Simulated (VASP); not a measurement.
# C (a cell with a defect) in VASP: single point with PBEsol

Aim: the single point of C (a cell with a defect) with PBEsol.

Everything below comes from runs of VASP 6.6.1. Logs are shortened: lines on timing, memory, paths and dates and some standing lists are left out, and cuts for length are marked.

**1. The cell of the first run**

The cell holds a defect, 15 atoms: a = 5.026 Å, b = 5.026 Å, c = 5.026 Å, α = 60.00°, β = 60.00°, γ = 60.00°.

**2. Single point, PBEsol**

Contents of INCAR:

```
PREC = Accurate
ENCUT = 1000
EDIFF = 1E-6
ISMEAR = 0
SIGMA = 0.05
LREAL = Auto
LASPH = T
NELM = 120
ALGO = Normal
ISIF = 2
LWAVE = F
LCHARG = F
GGA = PS
NBANDS = 43
GGA_COMPAT = F
```

Contents of KPOINTS:

```
Automatic mesh
0
Gamma
  6 6 6
```

Contents of POSCAR:

```
C
1.0
    0.0000000000      3.5537981836     -3.5537981836
   -3.5537981836      0.0000000000     -3.5537981836
   -3.5537981836      3.5537981836      0.0000000000
C
15
Direct
    0.2500000000      0.7500000000      0.2500000000
    0.7500000000      0.2500000000      0.2500000000
    0.2500000000      0.2500000000      0.2500000000
    0.7500000000      0.7500000000      0.7500000000
    0.2500000000      0.7500000000      0.7500000000
    0.7500000000      0.2500000000      0.7500000000
    0.2500000000      0.2500000000      0.7500000000
    0.8750000000      0.3750000000      0.3750000000
    0.3750000000      0.3750000000      0.3750000000
    0.8125000000      0.8125000000      0.3125000000
    0.3750000000      0.8750000000      0.3750000000
    0.8750000000      0.3750000000      0.8750000000
    0.3750000000      0.3750000000      0.8750000000
    0.8750000000      0.8750000000      0.8750000000
    0.3750000000      0.8750000000      0.8750000000
```

Potentials or basis: VASP PAW PBE potentials, release 64 (C_h).

Started as:

```console
$ cat potpaw_PBE.64/C_h/POTCAR > POTCAR
$ mpirun -np 1 vasp_std > vasp.out
```

OUTCAR:

```text
PREC = Accurate
   ENCUT = 1000
   EDIFF = 1E-6
   ISMEAR = 0
   LREAL = Auto
   LASPH = T
   NELM = 120
   ISIF = 2
   GGA = PS

 ion  position               nearest neighbor table
   1  0.250  0.750  0.250-
   2  0.750  0.250  0.250-
   3  0.250  0.250  0.250-
   4  0.750  0.750  0.750-
   5  0.250  0.750  0.750-
   6  0.750  0.250  0.750-
   7  0.250  0.250  0.750-
   8  0.875  0.375  0.375-
   9  0.375  0.375  0.375-
  10  0.812  0.812  0.312-
  11  0.375  0.875  0.375-
  12  0.875  0.375  0.875-
  13  0.375  0.375  0.875-
  14  0.875  0.875  0.875-
  15  0.375  0.875  0.875-

  LATTYP: Found a face centered cubic cell.
 ALAT       =     7.1075963672

  Lattice vectors:

 A1 = (   0.0000000000,   3.5537981836,  -3.5537981836)
 A2 = (  -3.5537981836,   0.0000000000,  -3.5537981836)
 A3 = (  -3.5537981836,   3.5537981836,   0.0000000000)

Analysis of symmetry for initial positions (statically):
=====================================================================
 Subroutine PRICEL returns:
 Original cell was already a primitive cell.

 Routine SETGRP: Setting up the symmetry group for a
 face centered cubic supercell.

 Subroutine GETGRP returns: Found 12 space group operations
 (whereof  2 operations were pure point group operations)
 out of a pool of 48 trial point group operations.

The static configuration has the point symmetry C_1h.
 The point group associated with its full space group is D_3d.

Analysis of symmetry for dynamics (positions and initial velocities):
=====================================================================
 Subroutine PRICEL returns:
 Original cell was already a primitive cell.

 Routine SETGRP: Setting up the symmetry group for a
 face centered cubic supercell.

 Subroutine GETGRP returns: Found 12 space group operations
 (whereof  2 operations were pure point group operations)
 out of a pool of 48 trial point group operations.

The dynamic configuration has the point symmetry C_1h.
 The point group associated with its full space group is D_3d.

 Subroutine INISYM returns: Found 12 space group operations
 (whereof  2 operations are pure point group operations),
 and found     1 'primitive' translations

----------------------------------------------------------------------------------------

                                     Primitive cell

  volume of cell :      89.7653

  direct lattice vectors                    reciprocal lattice vectors
     0.000000000  3.553798184 -3.553798184     0.140694540  0.140694540 -0.140694540
    -3.553798184  0.000000000 -3.553798184    -0.140694540 -0.140694540 -0.140694540
    -3.553798184  3.553798184  0.000000000    -0.140694540  0.140694540  0.140694540

  length of vectors
     5.025829589  5.025829589  5.025829589     0.243690091  0.243690091  0.243690091

  position of ions in fractional coordinates (direct lattice)
     0.250000000  0.750000000  0.250000000
     0.750000000  0.250000000  0.250000000
     0.250000000  0.250000000  0.250000000
     0.750000000  0.750000000  0.750000000
     0.250000000  0.750000000  0.750000000
     0.750000000  0.250000000  0.750000000
     0.250000000  0.250000000  0.750000000
     0.875000000  0.375000000  0.375000000
     0.375000000  0.375000000  0.375000000
     0.812500000  0.812500000  0.312500000
     0.375000000  0.875000000  0.375000000
     0.875000000  0.375000000  0.875000000
     0.375000000  0.375000000  0.875000000
     0.875000000  0.875000000  0.875000000
     0.375000000  0.875000000  0.875000000

  ion indices of the primitive-cell ions
   primitive index   ion index
                 1           1
                 2           2
                 3           3
                 4           4
                 5           5
                 6           6
                 7           7
                 8           8
                 9           9
                10          10
                11          11
                12          12
                13          13
                14          14
                15          15

----------------------------------------------------------------------------------------

 KPOINTS: Automatic mesh

Automatic generation of k-mesh.
 Grid dimensions read from file:
 generate k-points for:    6    6    6

 Generating k-lattice:

  Cartesian coordinates                     Fractional coordinates (reciprocal lattice)
     0.023449090  0.023449090 -0.023449090     0.166666667  0.000000000  0.000000000
    -0.023449090 -0.023449090 -0.023449090     0.000000000  0.166666667  0.000000000
    -0.023449090  0.023449090  0.023449090     0.000000000  0.000000000  0.166666667

  Length of vectors
     0.040615015  0.040615015  0.040615015

  Shift w.r.t. Gamma in fractional coordinates (k-lattice)
     0.000000000  0.000000000  0.000000000

 Subroutine IBZKPT returns following result:
 ===========================================

 Found     32 irreducible k-points:

 Following reciprocal coordinates:
            Coordinates               Weight
  0.000000  0.000000  0.000000      1.000000
  0.166667  0.000000  0.000000      6.000000
  0.166667  0.166667  0.166667      2.000000
  0.333333  0.000000  0.000000      6.000000
  0.333333  0.333333  0.333333      2.000000
  0.500000  0.000000  0.000000      3.000000
[... 16 lines left out ...]
  0.500000  0.166667  0.500000      6.000000
 -0.333333  0.333333  0.000000      6.000000
 [... further k-points ...]
   k-points           NKPTS =     32   k-points in BZ     NKDIM =     32   number of bands    NBANDS=     43
   number of dos      NEDOS =    301   number of ions     NIONS =     15
   total plane-waves  NPLWV = 157464
   dimension x,y,z NGX =    54 NGY =   54 NGZ =   54
   dimension x,y,z NGXF=   108 NGYF=  108 NGZF=  108
   ions per type =              15
   NGX,Y,Z   is equivalent  to a cutoff of  17.86, 17.86, 17.86 a.u.
   NGXF,Y,Z  is equivalent  to a cutoff of  35.72, 35.72, 35.72 a.u.
 SYSTEM =  unknown system
   PREC   = accura    normal or accurate (medium, high low for compatibility)
   ISTART =      0    job   : 0-new  1-cont  2-samecut
   ICHARG =      2    charge: 1-file 2-atom 10-const
   ISPIN  =      1    spin polarized calculation?
   LNONCOLLINEAR =      F non collinear calculations
   LSORBIT =      F    spin-orbit coupling
   LASPH  =      T    aspherical Exc in radial PAW
   ENCUT  = 1000.0 eV  73.50 Ry    8.57 a.u.  12.96 12.96 12.96*2*pi/ulx,y,z
   NELM   =    120;   NELMIN=  2; NELMDL= -5     # of ELM steps
   EDIFF  = 0.1E-05   stopping-criterion for ELM
   LREAL  =      T    real-space projection
   EDIFFG = 0.1E-04   stopping-criterion for IOM
   NSW    =      0    number of steps for IOM
   IBRION =     -1    ionic relax: 0-MD 1-quasi-New 2-CG
   NFREE  =      0    steps in history (QN), initial steepest desc. (CG)
   ISIF   =      2    stress and relaxation
   ISYM   =      2    0-nonsym 1-usesym 2-fastsym
   POTIM  = 0.5000    time-step for ionic-motion
   TEBEG  =    0.0;   TEEND  =   0.0 temperature during run
   PSTRESS=    0.0 pullay stress
   NELECT =      60.0000    total number of electrons
   NUPDOWN=      -1.0000    fix difference up-down
   EMIN   =  10.00;   EMAX   =-10.00  energy-range for DOS
   EFERMI =   0.00;   METHOD = LEGACY
   ISMEAR =     0;   SIGMA  =   0.05  broadening in eV -4-tet -1-fermi 0-gaus
   EFERMI_NEDOS =   21; number of points for ismear=-14 and -15
   IALGO  =     38    algorithm
   IMIX   =      4    mixing-type and parameters
     AMIX     =   0.40;   BMIX     =  1.00
     AMIX_MAG =   1.60;   BMIX_MAG =  1.00
  volume/ion in A,a.u.               =       5.98        40.38
  Fermi-wavevector in a.u.,A,eV,Ry     =   1.431383  2.704921 27.876392  2.048857
  Thomas-Fermi vector in A             =   2.551125
   LORBIT       =      0    0 simple, 1 ext, 2 COOP (PROOUT), +10 PAW based schemes
   GGA     = PS    functional components
   LHFCALC =     F    Hartree Fock is set to
   AEXX    =    0.0000 exact exchange contribution
   IVDW    =     0    specifies the selected vdW correction
   LEPSILON=     F    determine dielectric tensor
   LRPA    =     F    only Hartree local field effects (RPA)
 non-spin polarized calculation
 Gauss-broadening in eV      SIGMA  =   0.05
  energy-cutoff  :     1000.00
  volume of cell :       89.77
 maximum number of plane-waves:      6470
 NGX is ok and might be reduce to    54
   NGX = 25   NGY = 25   NGZ = 25

 number of electron      60.0000000 magnetization

 Free energy of the ion-electron system (eV)
  ---------------------------------------------------
  ext. energy  EPLUGINS =         0.00000000
  ---------------------------------------------------
  free energy    TOTEN  =      -135.34170191 eV

  energy without entropy =     -135.33870353  energy(sigma->0) =     -135.34020272

 E-fermi :  10.3525     XC(G=0): -13.3704

 val. band max:       10.3216687637   @ k =   0.3333   0.3333   0.3333
 cond. band min:      10.3603863421   @ k =   0.3333   0.3333   0.0000
 fundamental gap:      0.0387175784
 Fermi energy:        10.3525112004

 k-point     1 :       0.0000    0.0000    0.0000
  band No.  band energies     occupation
      1     -10.8881      2.00000
      2      -5.3582      2.00000
      3      -5.3582      2.00000
      4      -5.1154      2.00000
      5      -4.2626      2.00000
      6      -3.1662      2.00000
[... 34 lines left out ...]
     41      17.1249      0.00000
     42      17.4947      0.00000

 k-point     2 :       0.1667    0.0000    0.0000
  band No.  band energies     occupation
      1     -10.7013      2.00000
      2      -6.3404      2.00000
      3      -5.3787      2.00000
      4      -5.1862      2.00000
      5      -4.7005      2.00000
      6      -3.5544      2.00000
[... 34 lines left out ...]
     41      17.2900      0.00000
     42      17.5202      0.00000

 k-point     3 :       0.1667    0.1667    0.1667
  band No.  band energies     occupation
      1     -10.6966      2.00000
      2      -6.3159      2.00000
      3      -5.3960      2.00000
      4      -5.3960      2.00000
      5      -4.5837      2.00000
      6      -3.5138      2.00000
[... 34 lines left out ...]
     41      17.3854      0.00000
     42      18.1783      0.00000

 k-point     4 :       0.3333    0.0000    0.0000
  band No.  band energies     occupation
      1     -10.1552      2.00000
      2      -7.8187      2.00000
      3      -5.3244      2.00000
      4      -5.3189      2.00000
      5      -5.0134      2.00000
      6      -4.4226      2.00000
[... 844 lines left out ...]
     41      19.1970      0.00000
     42      19.5507      0.00000

 k-point    23 :       0.5000    0.1667    0.5000
  band No.  band energies     occupation
      1      -9.2124      2.00000
      2      -8.0134      2.00000
      3      -7.4344      2.00000
      4      -6.3989      2.00000
      5      -5.6037      2.00000
      6      -4.5410      2.00000
[... 34 lines left out ...]
     41      19.2448      0.00000
     42      19.5774      0.00000

 k-point    24 :      -0.3333    0.3333    0.0000
  band No.  band energies     occupation
      1      -9.0511      2.00000
      2      -8.3022      2.00000
      3      -7.6691      2.00000
      4      -5.9226      2.00000
      5      -5.6968      2.00000
      6      -3.3973      2.00000
[... 34 lines left out ...]
     41      18.9660      0.00000
     42      19.8967      0.00000

 [... further k-points ...]

 [bands above 42 left out]

------------------------ aborting loop because EDIFF is reached ----------------------------------------

  FORCE on cell =-STRESS in cart. coord.  units (eV):
  Direction    XX          YY          ZZ          XY          YZ          ZX
  --------------------------------------------------------------------------------------
  -------------------------------------------------------------------------------------
  Total       -7.2578142     -7.2578142     -7.2578142      8.8190292      8.8190292     -8.8190292
  in kB     -129.5412689   -129.5412689   -129.5412689    157.4066532    157.4066532   -157.4066532
  external PRESSURE =    -129.5412689 kB  Pullay stress =       0.0000000 kB

 VOLUME and BASIS-vectors are now :
 -----------------------------------------------------------------------------
  energy-cutoff  :     1000.00
  volume of cell :       89.77
      direct lattice vectors                 reciprocal lattice vectors
     0.000000000  3.553798184 -3.553798184     0.140694540  0.140694540 -0.140694540
    -3.553798184  0.000000000 -3.553798184    -0.140694540 -0.140694540 -0.140694540
    -3.553798184  3.553798184  0.000000000    -0.140694540  0.140694540  0.140694540

 POSITION                                       TOTAL-FORCE (eV/Angst)
 -----------------------------------------------------------------------------------
     -3.55380      1.77690     -3.55380         2.638812      1.069824     -1.069824
     -1.77690      3.55380     -3.55380        -1.069824     -2.638812     -1.069824
     -1.77690      1.77690     -1.77690        -0.094988      0.094988     -0.230582
     -5.33070      5.33070     -5.33070        -1.069824      1.069824      2.638812
     -5.33070      3.55380     -3.55380        -0.094988      0.230582     -0.094988
     -3.55380      5.33070     -3.55380        -0.230582      0.094988     -0.094988
     -3.55380      3.55380     -1.77690        -0.062358      0.062358     -0.062358
     -2.66535      4.44225     -4.44225         1.069824      2.638812      1.069824
     -2.66535      2.66535     -2.66535         0.094988     -0.094988      0.230582
     -3.99802      3.99802     -5.77492         0.000000     -0.000000     -0.000000
     -4.44225      2.66535     -4.44225        -2.638812     -1.069824      1.069824
     -4.44225      6.21915     -4.44225         0.230582     -0.094988      0.094988
     -4.44225      4.44225     -2.66535         0.062358     -0.062358      0.062358
     -6.21915      6.21915     -6.21915         1.069824     -1.069824     -2.638812
     -6.21915      4.44225     -4.44225         0.094988     -0.230582      0.094988
 -----------------------------------------------------------------------------------
    total drift:                                0.000000     -0.000000      0.000000

  FREE ENERGIE OF THE ION-ELECTRON SYSTEM (eV)
  ---------------------------------------------------
  free  energy   TOTEN  =      -135.3417019126 eV

  energy  without entropy=     -135.3387035329  energy(sigma->0) =     -135.34020272
```

It took 11 min on 1 thread of Intel Xeon Platinum 8488C (Sapphire Rapids), shared host; peak memory 0.49 GiB.

Results:

```
Free energy            : -135.3417 eV
Pressure               : -13.0 GPa
Largest force          : 3.042 eV/Å
Band gap on the k mesh : zero (bands 30 and 31 overlap by 3.53 eV)
```

Forces in eV/Å, atoms in the order of the input:
```
C    2.639  1.070 -1.070
C   -1.070 -2.639 -1.070
C   -0.095  0.095 -0.231
C   -1.070  1.070  2.639
C   -0.095  0.231 -0.095
C   -0.231  0.095 -0.095
C   -0.062  0.062 -0.062
C    1.070  2.639  1.070
C    0.095 -0.095  0.231
C    0.000  0.000  0.000
C   -2.639 -1.070  1.070
C    0.231 -0.095  0.095
C    0.062 -0.062  0.062
C    1.070 -1.070 -2.639
C    0.095 -0.231  0.095
```

Stress tensor (GPa, compression positive):
```
-12.95  15.74 -15.74
 15.74 -12.95  15.74
-15.74  15.74 -12.95
```

Caveat: the cell differs from its parent crystal (atoms taken out, atom 10 moved 0.500 of the way to it and +0.000 Å across, host rigid); the PAW data sets were made with another functional, which shifts forces and pressure a little.

The gap in the log of VASP goes by the Fermi energy; the results here count the filled bands.